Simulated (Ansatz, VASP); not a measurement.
Ge: VASP beside Ansatz

POSCAR

```
Ge
1.0
   -2.5744897190      2.5744897190      1.3974126432
    2.5744897190     -2.5744897190      1.3974126432
    2.5744897190      2.5744897190     -1.3974126432
Ge
2
Direct
    0.2500000000      0.7500000000      0.5000000000
    0.5000000000      0.5000000000      0.0000000000
```

File INCAR.step1:

```
SYSTEM = Ge
  PREC = Accurate
  ENCUT = 520
  ISMEAR = 0
  SIGMA = 0.1
  LREAL = .FALSE.
  LASPH = .TRUE.
  NELM = 60
  NBANDS = 21
  GGA = PE
  ALGO = Normal
  EDIFF = 1E-4
  LWAVE = .TRUE.
  LCHARG = .FALSE.
```

The input INCAR.step2:

```
SYSTEM = Ge
  PREC = Accurate
  ENCUT = 520
  EDIFF = 1E-7
  ISMEAR = 0
  SIGMA = 0.1
  LREAL = .FALSE.
  LASPH = .TRUE.
  NELM = 60
  ALGO = Normal
  ISIF = 2
  LWAVE = .FALSE.
  LCHARG = .FALSE.
  METAGGA = R2SCAN
  LMIXTAU = .TRUE.
  NBANDS = 21
  ISTART = 1
```

File KPOINTS:

```
regular mesh
0
G
  8 8 8
  0 0 0
```

Input for Ansatz:

```yaml
crystal:
  lattice:
    - [-2.574489719, 2.574489719, 1.3974126432]
    - [2.574489719, -2.574489719, 1.3974126432]
    - [2.574489719, 2.574489719, -1.3974126432]
  atoms:
    - { symbol: Ge, position: [0.25, 0.75, 0.5] }
    - { symbol: Ge, position: [0.5, 0.5, 0.0] }
basis:
  ecutwfc: 500
kpoints:
  mp_grid: { grid: [8, 8, 8] }
hamiltonian:
  xc: r2scan
scf:
  occupations: { method: gaussian, width: 0.1 }
  lower_state_search: "off"
output:
  forces: true
  stress: true
  eigenvalues: true
```

Alike in both runs: task single point; functional r2SCAN; k mesh 8 × 8 × 8; occupations gaussian, width 0.1 eV; no spin polarisation.

|  | VASP | Ansatz |
| --- | --- | --- |
| version | VASP 6.6.1 | Ansatz 0.2.0 |
| potentials or method | VASP PAW PBE potentials, release 64 (Ge_d), cutoff 520 eV | scalar-relativistic, plane waves, PAW |
| valence electrons in the cell | 28 | 28 |

|  | VASP | Ansatz | Ansatz less VASP |
| --- | --- | --- | --- |
| gap on the k mesh at the Fermi level (eV) | none | none | - |
| pressure (GPa) | 0.4 | 0.6 | +0.16 |
| traceless stress, the component that is largest in VASP (GPa) | 3.76 | 3.78 | +0.019 |

VASP's potentials were made for PBE, not for r2SCAN. A gap of «none» marks a metal or a gap that the smearing closes. With one functional, cell and mesh, what is left measures potentials, basis and numerics.
